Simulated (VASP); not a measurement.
Here is a VASP 6.6.1 calculation.

The input POSCAR:

```
W
1.0
    5.0830000000      0.0000000000      0.0000000000
    0.0000000000      5.0830000000      0.0000000000
    0.0000000000      0.0000000000      5.0830000000
W
8
Direct
    0.0000000000      0.0000000000      0.0000000000
    0.5000000000      0.5000000000      0.5000000000
    0.0000000000      0.5000000000      0.2500000000
    0.0000000000      0.5000000000      0.7500000000
    0.2500000000      0.0000000000      0.5000000000
    0.7500000000      0.0000000000      0.5000000000
    0.5000000000      0.7500000000      0.0000000000
    0.5000000000      0.2500000000      0.0000000000
```

INCAR.step1

```
PREC = Accurate
ENCUT = 520
ISMEAR = 1
SIGMA = 0.15
LREAL = False
LASPH = True
NELM = 100
NBANDS = 66
GGA = PE
ALGO = Normal
EDIFF = 1E-4
LWAVE = True
LCHARG = False
```

File INCAR.step2:

```
PREC = Accurate
ENCUT = 520
EDIFF = 1E-6
ISMEAR = 1
SIGMA = 0.15
LREAL = False
LASPH = True
NELM = 100
ALGO = Normal
ISIF = 2
LWAVE = False
LCHARG = False
METAGGA = R2SCAN
LMIXTAU = True
NBANDS = 66
ISTART = 1
```

Contents of KPOINTS:

```
Automatic mesh
0
Gamma
  5 5 5
```

Potentials or basis: VASP PAW PBE potentials, release 64 (W_sv).

Launch:

```sh
$ cat potpaw_PBE.64/W_sv/POTCAR > POTCAR
$ cp INCAR.step1 INCAR
$ mpirun -np 1 vasp_std > vasp.out
$ cp INCAR.step2 INCAR
$ mpirun -np 1 vasp_std > vasp.out
```

**Question.** Predict the band gap on the k mesh.

**Answer.** Zero (band 56 reaches 10.59 eV, above the bottom of band 57 at 10.16 eV).

**Question.** What does it give for the pressure?

**Answer.** -4.5 GPa.

Caveat: the PAW data sets were made with another functional, which shifts forces and pressure a little; spin-orbit coupling is left out, which moves the levels of the heavy elements.
